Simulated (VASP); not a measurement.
# Mo2Ir (P6/mmm) in VASP: notebook

The runs below take Mo2Ir through single point, relaxation of cell and atoms, with PBE.

Program: VASP 6.6.1. These are calculated values, not measurements. Logs are shortened: lines on timing, memory, paths and dates and some standing lists are left out, and cuts for length are marked.

### 1 The cell of the first run

The structure is hexagonal, space group P6/mmm (No. 191). The conventional cell has a = 4.424 Å, b = 4.424 Å, c = 2.718 Å, α = 90.00°, β = 90.00°, γ = 120.00°. Mo (site symmetry -6m2) has 5 Mo at 2.55 to 2.72 Å and 6 Ir at 2.89 Å within 3.4 Å. Within 3.6 Å of Ir (site symmetry 6/mmm) lie 2 Ir at 2.72 Å and 12 Mo at 2.89 Å.

### 2 Single point, PBE

Input file INCAR:

```
PREC = Accurate
ENCUT = 520
EDIFF = 1E-7
ISMEAR = 0
SIGMA = 0.1
LREAL = False
LASPH = True
NELM = 100
ALGO = Fast
ISIF = 2
LWAVE = False
LCHARG = False
GGA = PE
NBANDS = 26
```

Input file KPOINTS:

```
Automatic mesh
0
Gamma
  6 6 6
```

Input file POSCAR:

```
Mo2Ir
1.0
    4.4243182791      0.0000000000      0.0000000000
   -2.2121591395      3.8315720241      0.0000000000
    0.0000000000      0.0000000000      2.7176322400
Mo Ir
2 1
Direct
    0.3333333333      0.6666666667      0.5000000000
    0.6666666667      0.3333333333      0.5000000000
    0.0000000000      0.0000000000      0.0000000000
```

Potentials or basis: VASP PAW PBE potentials, release 64 (Mo_sv, Ir).

Started as:

```bash
$ cat potpaw_PBE.64/Mo_sv/POTCAR potpaw_PBE.64/Ir/POTCAR > POTCAR
$ mpirun -np 1 vasp_std > vasp.out
```

OUTCAR:

```text
PREC = Accurate
   ENCUT = 520
   EDIFF = 1E-7
   ISMEAR = 0
   LREAL = False
   LASPH = True
   NELM = 100
   ISIF = 2
   GGA = PE

 ion  position               nearest neighbor table
   1  0.333  0.667  0.500-   2 2.55   2 2.55   2 2.55   3 2.89   3 2.89   3 2.89   3 2.89   3 2.89
                             3 2.89
   2  0.667  0.333  0.500-   1 2.55   1 2.55   1 2.55   3 2.89   3 2.89   3 2.89   3 2.89   3 2.89
                             3 2.89
   3  0.000  0.000  0.000-   1 2.89   2 2.89   1 2.89   2 2.89   1 2.89   1 2.89   2 2.89   2 2.89
                             2 2.89   2 2.89   1 2.89   1 2.89

  LATTYP: Found a hexagonal cell.
 ALAT       =     4.4243182791
 C/A-ratio  =     0.6142488105

  Lattice vectors:

 A1 = (   4.4243182791,   0.0000000000,   0.0000000000)
 A2 = (  -2.2121591395,   3.8315720241,   0.0000000000)
 A3 = (   0.0000000000,   0.0000000000,   2.7176322400)

Analysis of symmetry for initial positions (statically):
=====================================================================
 Subroutine PRICEL returns:
 Original cell was already a primitive cell.

 Routine SETGRP: Setting up the symmetry group for a
 hexagonal supercell.

 Subroutine GETGRP returns: Found 24 space group operations
 (whereof 24 operations were pure point group operations)
 out of a pool of 24 trial point group operations.

The static configuration has the point symmetry D_6h.

Analysis of symmetry for dynamics (positions and initial velocities):
=====================================================================
 Subroutine PRICEL returns:
 Original cell was already a primitive cell.

 Routine SETGRP: Setting up the symmetry group for a
 hexagonal supercell.

 Subroutine GETGRP returns: Found 24 space group operations
 (whereof 24 operations were pure point group operations)
 out of a pool of 24 trial point group operations.

The dynamic configuration has the point symmetry D_6h.

 Subroutine INISYM returns: Found 24 space group operations
 (whereof 24 operations are pure point group operations),
 and found     1 'primitive' translations

----------------------------------------------------------------------------------------

                                     Primitive cell

  volume of cell :      46.0696

  direct lattice vectors                    reciprocal lattice vectors
     4.424318279  0.000000000  0.000000000     0.226023522  0.130494741  0.000000000
    -2.212159140  3.831572024  0.000000000     0.000000000  0.260989483  0.000000000
     0.000000000  0.000000000  2.717632240     0.000000000  0.000000000  0.367967374

  length of vectors
     4.424318279  4.424318279  2.717632240     0.260989483  0.260989483  0.367967374

  position of ions in fractional coordinates (direct lattice)
     0.333333333  0.666666667  0.500000000
     0.666666667  0.333333333  0.500000000
     0.000000000  0.000000000  0.000000000

  ion indices of the primitive-cell ions
   primitive index   ion index
                 1           1
                 2           2
                 3           3

----------------------------------------------------------------------------------------

 KPOINTS: Automatic mesh

Automatic generation of k-mesh.
 Grid dimensions read from file:
 generate k-points for:    6    6    6

 Generating k-lattice:

  Cartesian coordinates                     Fractional coordinates (reciprocal lattice)
     0.037670587  0.021749124  0.000000000     0.166666667  0.000000000  0.000000000
     0.000000000  0.043498247  0.000000000     0.000000000  0.166666667  0.000000000
     0.000000000  0.000000000  0.061327896     0.000000000  0.000000000  0.166666667

  Length of vectors
     0.043498247  0.043498247  0.061327896

  Shift w.r.t. Gamma in fractional coordinates (k-lattice)
     0.000000000  0.000000000  0.000000000

 Subroutine IBZKPT returns following result:
 ===========================================

 Found     28 irreducible k-points:

 Following reciprocal coordinates:
            Coordinates               Weight
  0.000000  0.000000  0.000000      1.000000
  0.166667 -0.000000  0.000000      6.000000
  0.333333  0.000000  0.000000      6.000000
  0.500000 -0.000000  0.000000      3.000000
  0.166667  0.166667  0.000000      6.000000
  0.333333  0.166667  0.000000     12.000000
[... 16 lines left out ...]
  0.166667 -0.000000  0.500000      6.000000
  0.333333  0.000000  0.500000      6.000000
 [... further k-points ...]
   k-points           NKPTS =     28   k-points in BZ     NKDIM =     28   number of bands    NBANDS=     26
   number of dos      NEDOS =    301   number of ions     NIONS =      3
   total plane-waves  NPLWV =  25920
   dimension x,y,z NGX =    36 NGY =   36 NGZ =   20
   dimension x,y,z NGXF=    72 NGYF=   72 NGZF=   40
   ions per type =               2   1
   NGX,Y,Z   is equivalent  to a cutoff of  13.53, 13.53, 12.23 a.u.
   NGXF,Y,Z  is equivalent  to a cutoff of  27.05, 27.05, 24.47 a.u.
 SYSTEM =  unknown system
   PREC   = accura    normal or accurate (medium, high low for compatibility)
   ISTART =      0    job   : 0-new  1-cont  2-samecut
   ICHARG =      2    charge: 1-file 2-atom 10-const
   ISPIN  =      1    spin polarized calculation?
   LNONCOLLINEAR =      F non collinear calculations
   LSORBIT =      F    spin-orbit coupling
   LASPH  =      T    aspherical Exc in radial PAW
   ENCUT  =  520.0 eV  38.22 Ry    6.18 a.u.   8.23  8.23  5.05*2*pi/ulx,y,z
   NELM   =    100;   NELMIN=  2; NELMDL= -5     # of ELM steps
   EDIFF  = 0.1E-06   stopping-criterion for ELM
   LREAL  =      F    real-space projection
   EDIFFG = 0.1E-05   stopping-criterion for IOM
   NSW    =      0    number of steps for IOM
   IBRION =     -1    ionic relax: 0-MD 1-quasi-New 2-CG
   NFREE  =      0    steps in history (QN), initial steepest desc. (CG)
   ISIF   =      2    stress and relaxation
   ISYM   =      2    0-nonsym 1-usesym 2-fastsym
   POTIM  = 0.5000    time-step for ionic-motion
   TEBEG  =    0.0;   TEEND  =   0.0 temperature during run
   PSTRESS=    0.0 pullay stress
   NELECT =      37.0000    total number of electrons
   NUPDOWN=      -1.0000    fix difference up-down
   EMIN   =  10.00;   EMAX   =-10.00  energy-range for DOS
   EFERMI =   0.00;   METHOD = LEGACY
   ISMEAR =     0;   SIGMA  =   0.10  broadening in eV -4-tet -1-fermi 0-gaus
   EFERMI_NEDOS =   21; number of points for ismear=-14 and -15
   IALGO  =     68    algorithm
   IMIX   =      4    mixing-type and parameters
     AMIX     =   0.40;   BMIX     =  1.00
     AMIX_MAG =   1.60;   BMIX_MAG =  1.00
  volume/ion in A,a.u.               =      15.36       103.63
  Fermi-wavevector in a.u.,A,eV,Ry     =   1.521729  2.875651 31.506466  2.315660
  Thomas-Fermi vector in A             =   2.630405
   LORBIT       =      0    0 simple, 1 ext, 2 COOP (PROOUT), +10 PAW based schemes
   GGA     = PE    functional components
   LHFCALC =     F    Hartree Fock is set to
   AEXX    =    0.0000 exact exchange contribution
   IVDW    =     0    specifies the selected vdW correction
   LEPSILON=     F    determine dielectric tensor
   LRPA    =     F    only Hartree local field effects (RPA)
 non-spin polarized calculation
 RMM-DIIS sequential band-by-band and
 Gauss-broadening in eV      SIGMA  =   0.10
  energy-cutoff  :      520.00
  volume of cell :       46.07
 maximum number of plane-waves:      1266
 NGX is ok and might be reduce to    36
   NGX = 17   NGY = 17   NGZ = 11

 number of electron      36.9999999 magnetization

 Free energy of the ion-electron system (eV)
  ---------------------------------------------------
  ext. energy  EPLUGINS =         0.00000000
  ---------------------------------------------------
  free energy    TOTEN  =       -30.57778234 eV

  energy without entropy =      -30.56619038  energy(sigma->0) =      -30.57198636

 E-fermi :  11.2955     XC(G=0): -13.4652

 val. band max:       11.2396941172   @ k =   0.3333   0.1667   0.5000
 cond. band min:      11.3128354151   @ k =   0.3333   0.1667   0.3333
 fundamental gap:      0.0731412979
 Fermi energy:        11.2955242724

 k-point     1 :       0.0000    0.0000    0.0000
  band No.  band energies     occupation
      1     -49.5525      2.00000
      2     -49.2002      2.00000
      3     -24.0453      2.00000
      4     -24.0453      2.00000
      5     -23.1557      2.00000
      6     -22.9429      2.00000
[... 18 lines left out ...]
     25      18.9756      0.00000
     26      21.1640      0.00000

 k-point     2 :       0.1667   -0.0000    0.0000
  band No.  band energies     occupation
      1     -49.5320      2.00000
      2     -49.2216      2.00000
      3     -24.0693      2.00000
      4     -23.9918      2.00000
      5     -23.1414      2.00000
      6     -22.9998      2.00000
[... 18 lines left out ...]
     25      18.3349      0.00000
     26      18.7174      0.00000

 k-point     3 :       0.3333    0.0000    0.0000
  band No.  band energies     occupation
      1     -49.4790      2.00000
      2     -49.2763      2.00000
      3     -24.1141      2.00000
      4     -23.8683      2.00000
      5     -23.1290      2.00000
      6     -23.1041      2.00000
[... 18 lines left out ...]
     25      15.9300      0.00000
     26      16.4582      0.00000

 k-point     4 :       0.5000   -0.0000    0.0000
  band No.  band energies     occupation
      1     -49.4363      2.00000
      2     -49.3198      2.00000
      3     -24.1351      2.00000
      4     -23.7915      2.00000
      5     -23.2082      2.00000
      6     -23.0739      2.00000
[... 18 lines left out ...]
     25      14.7419      0.00000
     26      15.1145      0.00000
[... 496 lines left out ...]
      1     -49.4285      2.00000
      2     -49.0855      2.00000
      3     -24.1882      2.00000
      4     -23.9082      2.00000
      5     -23.9082      2.00000
      6     -23.8284      2.00000
[... 18 lines left out ...]
     25      16.9865      0.00000
     26      21.4793      0.00000

 k-point    23 :       0.1667   -0.0000    0.5000
  band No.  band energies     occupation
      1     -49.4088      2.00000
      2     -49.1063      2.00000
      3     -24.1659      2.00000
      4     -23.9340      2.00000
      5     -23.8588      2.00000
      6     -23.8502      2.00000
[... 18 lines left out ...]
     25      17.4564      0.00000
     26      20.5841      0.00000

 k-point    24 :       0.3333    0.0000    0.5000
  band No.  band energies     occupation
      1     -49.3578      2.00000
      2     -49.1596      2.00000
      3     -24.1093      2.00000
      4     -23.9820      2.00000
      5     -23.9059      2.00000
      6     -23.7368      2.00000
[... 18 lines left out ...]
     25      17.6869      0.00000
     26      18.9482      0.00000

 [... further k-points ...]

------------------------ aborting loop because EDIFF is reached ----------------------------------------

  FORCE on cell =-STRESS in cart. coord.  units (eV):
  Direction    XX          YY          ZZ          XY          YZ          ZX
  --------------------------------------------------------------------------------------
  -------------------------------------------------------------------------------------
  Total        0.1793768      0.1793768      0.1263980      0.0000000     -0.0000000      0.0000000
  in kB        6.2382517      6.2382517      4.3957896      0.0000000     -0.0000000      0.0000000
  external PRESSURE =       5.6240977 kB  Pullay stress =       0.0000000 kB

 VOLUME and BASIS-vectors are now :
 -----------------------------------------------------------------------------
  energy-cutoff  :      520.00
  volume of cell :       46.07
      direct lattice vectors                 reciprocal lattice vectors
     4.424318279  0.000000000  0.000000000     0.226023522  0.130494741  0.000000000
    -2.212159140  3.831572024  0.000000000     0.000000000  0.260989483  0.000000000
     0.000000000  0.000000000  2.717632240     0.000000000  0.000000000  0.367967374

 POSITION                                       TOTAL-FORCE (eV/Angst)
 -----------------------------------------------------------------------------------
     -0.00000      2.55438      1.35882         0.000000     -0.000000      0.000000
      2.21216      1.27719      1.35882        -0.000000      0.000000      0.000000
      0.00000      0.00000      0.00000         0.000000     -0.000000      0.000000
 -----------------------------------------------------------------------------------
    total drift:                                0.000000     -0.000000     -0.000000

  FREE ENERGIE OF THE ION-ELECTRON SYSTEM (eV)
  ---------------------------------------------------
  free  energy   TOTEN  =       -30.5777823423 eV

  energy  without entropy=      -30.5661903807  energy(sigma->0) =      -30.57198636
```

Run time: 48 s. Hardware: 1 thread of AMD EPYC 7R43 (Zen 3), shared host; peak memory 0.14 GiB.

What came out:

```yaml
Free_energy: -30.5778 eV
Pressure: 0.6 GPa
```

Stress tensor (GPa, compression positive):
```
0.62 0.00 0.00
0.00 0.62 0.00
0.00 0.00 0.44
```

Caveat: the k points lie up to 0.39 Å⁻¹ apart; spin-orbit coupling is left out, which moves the levels of the heavy elements.

(Continued in part 2 of 2.)
